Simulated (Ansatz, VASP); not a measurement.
## GaS3: VASP beside Ansatz

File INCAR:

```
SYSTEM = GaS3
PREC = Accurate
ENCUT = 600
EDIFF = 1E-6
ISMEAR = 0
SIGMA = 0.1
LREAL = .FALSE.
LASPH = .TRUE.
NELM = 100
ALGO = Normal
ISIF = 3
LWAVE = .FALSE.
LCHARG = .FALSE.
GGA = PE
IBRION = 2
NSW = 100
EDIFFG = -0.01
```

The input KPOINTS:

```
Automatic mesh
0
G
  12 12 12
  0 0 0
```

File POSCAR:

```
GaS3
1.0
    4.1101324974      0.0000000000      0.0000000000
    0.0000000000      4.1101324974      0.0000000000
    0.0000000000      0.0000000000      4.1101324974
Ga S
1 3
Direct
    0.0000000000      0.0000000000      0.0000000000
    0.5000000000      0.5000000000      0.0000000000
    0.5000000000      0.0000000000      0.5000000000
    0.0000000000      0.5000000000      0.5000000000
```

Input for Ansatz:

```yaml
crystal:
  lattice:
    - [4.1101324974, 0.0, 0.0]
    - [0.0, 4.1101324974, 0.0]
    - [0.0, 0.0, 4.1101324974]
  atoms:
    - { symbol: Ga, position: [0.0, 0.0, 0.0] }
    - { symbol: S, position: [0.5, 0.5, 0.0] }
    - { symbol: S, position: [0.5, 0.0, 0.5] }
    - { symbol: S, position: [0.0, 0.5, 0.5] }
basis:
  ecutwfc: 420
kpoints:
  mp_grid: { grid: [12, 12, 12] }
hamiltonian:
  xc: pbe
scf:
  occupations: { method: gaussian, width: 0.1 }
output:
  forces: true
  stress: true
  eigenvalues: true
  write_density: true
  write_potential: true
  elf: true
  volumetric_format: npy
relax:
  adjacent_minimum: "off"
  f_tol: 0.01
  max_steps: 80
  cell: { stress_tol: 0.05 }
```

Change from the starting cell: species swapped into the MgZr3 type (Pm-3m, No. 221).

Alike in both runs: task relaxation of cell and atoms; functional PBE; k mesh 12 × 12 × 12; occupations gaussian, width 0.1 eV; no spin polarisation.

```csv
,VASP,Ansatz
version,VASP 6.6.1,Ansatz 0.2.0
potentials or method,"VASP PAW PBE potentials, release 64 (Ga_d, S), cutoff 600 eV","scalar-relativistic, plane waves, PAW"
valence electrons in the cell,31,31
```

|  | VASP | Ansatz | Ansatz less VASP |
| --- | --- | --- | --- |
| gap on the k mesh at the Fermi level, each at its own relaxed structure (eV) | none | none | - |
| relaxed volume (Å³/atom) | 17.28 | 17.28 | -0.002 |
| relaxed cell length with the largest relative difference (Å) | 4.104 | 4.104 | -0.0001 |

A gap of «none» marks a metal or a gap that the smearing closes.
